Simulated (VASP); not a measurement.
Set up this calculation in VASP 6.6.1, as the native input.

| Item | Value |
| --- | --- |
| Task | single point |
| Functional | PBE |
| Potentials or basis | VASP PAW PBE potentials, release 64 (Mo_sv) |
| Cutoff | 500 eV |
| k mesh | 20 × 20 × 20 |
| Occupations | gaussian, width 0.1 eV |
| Spin | no spin polarisation |
| Dipole correction | no |
| Further INCAR settings | ALGO = Normal; EDIFF = 1e-06; NBANDS = 13 |

The structure of Mo lies in POSCAR:

```
Mo
1.0
   -1.5124561969      1.5124561969      1.5124561969
    1.5124561969     -1.5124561969      1.5124561969
    1.5124561969      1.5124561969     -1.5124561969
Mo
1
Direct
    0.0000000000      0.0000000000      0.0000000000
```

The input as run:

INCAR

```
SYSTEM = Mo
PREC = Accurate ; ENCUT = 500
EDIFF = 1E-6 ; ISMEAR = 0
SIGMA = 0.1 ; LREAL = .FALSE.
LASPH = .TRUE. ; NELM = 120
ALGO = Normal ; ISIF = 2
LWAVE = .FALSE. ; LCHARG = .FALSE.
GGA = PE ; NBANDS = 13
GGA_COMPAT = .FALSE.
```

KPOINTS

```
regular mesh
0
G
  20 20 20
  0 0 0
```

Potentials or basis: VASP PAW PBE potentials, release 64 (Mo_sv).

Run with:

```bash
$ cat potpaw_PBE.64/Mo_sv/POTCAR > POTCAR
$ mpirun -np 1 vasp_std > vasp.out
```

Results of the run:

```yaml
Pressure: 45.9 GPa
Band_gap_on_the_k_mesh: zero (bands 7 and 8 overlap by 6.35 eV)
```

Caveat: the cell stands under pressure.

It took 20 s on 1 thread of Intel(R) Xeon(R) Platinum 8488C (Sapphire Rapids) (shared host), peak memory 0.15 GiB.
